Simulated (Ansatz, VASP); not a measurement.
**Two plane-wave programs on Ca**

```
Ca
1.0
     3.93647    0.00000    0.00000
    -1.96824    3.40909    0.00000
     0.00000    0.00000    6.47436
Ca
2
Direct
  0.33333 0.66667 0.25000
  0.66667 0.33333 0.75000
```

Alike in both runs: functional r2SCAN; k mesh 9 × 9 × 5; occupations fermi-dirac, width 0.1 eV; no spin polarisation.

Ansatz relaxed the structure, and its values are those at the end. VASP's run is a single point on that final structure, the one shown.

|  | VASP | Ansatz |
| --- | --- | --- |
| version | VASP 6.6.1 | Ansatz 0.2.0 |
| potentials or method | VASP PAW PBE potentials, release 64 (Ca_sv), cutoff 520 eV | plane waves (500 eV) with PAW, scalar-relativistic |
| valence electrons in the cell | 20 | 20 |

```csv
,VASP,Ansatz,Ansatz less VASP
pressure (GPa),0.0,0.0,-0.05
```

VASP's potentials were made for PBE, not for r2SCAN.
